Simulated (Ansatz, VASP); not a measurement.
## One calculation of CoH3, two programs

The input INCAR:

```
SYSTEM = CoH3
  ALGO = Normal
  EDIFF = 1E-6
  ENCUT = 600
  GGA = PE
  GGA_COMPAT = .False.
  ISIF = 2
  ISMEAR = 0
  LASPH = .True.
  LCHARG = .False.
  LREAL = .False.
  LWAVE = .False.
  NBANDS = 14
  NELM = 120
  PREC = Accurate
  SIGMA = 0.1
```

Contents of KPOINTS:

```
k-points
0
Gamma
  4 4 4
  0 0 0
```

The input POSCAR:

```
CoH3
1.0
    2.6113350000      0.0000000000      0.0000000000
    0.0000000000      2.6113350000      0.0000000000
    0.0000000000      0.0000000000      2.6113350000
Co H
1 3
Direct
    0.5620000000      0.8730000000      0.2550000000
    0.5620000000      1.3730000000      0.7550000000
    1.0620000000      0.8730000000      0.7550000000
    1.0620000000      1.3730000000      0.2550000000
```

Input for Ansatz:

```yaml
crystal:
  lattice:
    - [2.611335, 0.0, 0.0]
    - [0.0, 2.611335, 0.0]
    - [0.0, 0.0, 2.611335]
  atoms:
    - { symbol: Co, position: [0.562, 0.873, 0.255] }
    - { symbol: H, position: [0.562, 1.373, 0.755] }
    - { symbol: H, position: [1.062, 0.873, 0.755] }
    - { symbol: H, position: [1.062, 1.373, 0.255] }
  symmetry: { tolerance: 0.001 }
basis:
  ecutwfc: 420
  ecutrho_ratio: 5
kpoints:
  mp_grid: { grid: [4, 4, 4] }
hamiltonian:
  xc: pbe
scf:
  occupations: { method: gaussian, width: 0.1 }
  n_extra_bands: 8
output:
  forces: true
  stress: true
  eigenvalues: true
```

Alike in both runs: task single point; functional PBE; k mesh 4 × 4 × 4; occupations gaussian, width 0.1 eV; no spin polarisation.

|  | VASP | Ansatz |
| --- | --- | --- |
| version | VASP 6.6.1 | Ansatz 0.2.0 |
| potentials or method | VASP PAW PBE potentials, release 64 (Co, H), cutoff 600 eV | scalar-relativistic, plane waves, PAW |
| valence electrons in the cell | 12 | 20 |

```tsv
	VASP	Ansatz	Ansatz less VASP
gap on the k mesh at the Fermi level (eV)	none	none	-
pressure (GPa)	1.8	2.0	+0.26
```

A gap of «none» marks a metal or a gap that the smearing closes. The functional is the same, so the differences come from potentials, cutoffs and numerics. VASP's potentials hold 12 valence electrons a cell and Ansatz's 20, so a difference there can come from the potentials and not from the codes.

The k mesh is coarse, so the values compare programs but aren't converged.
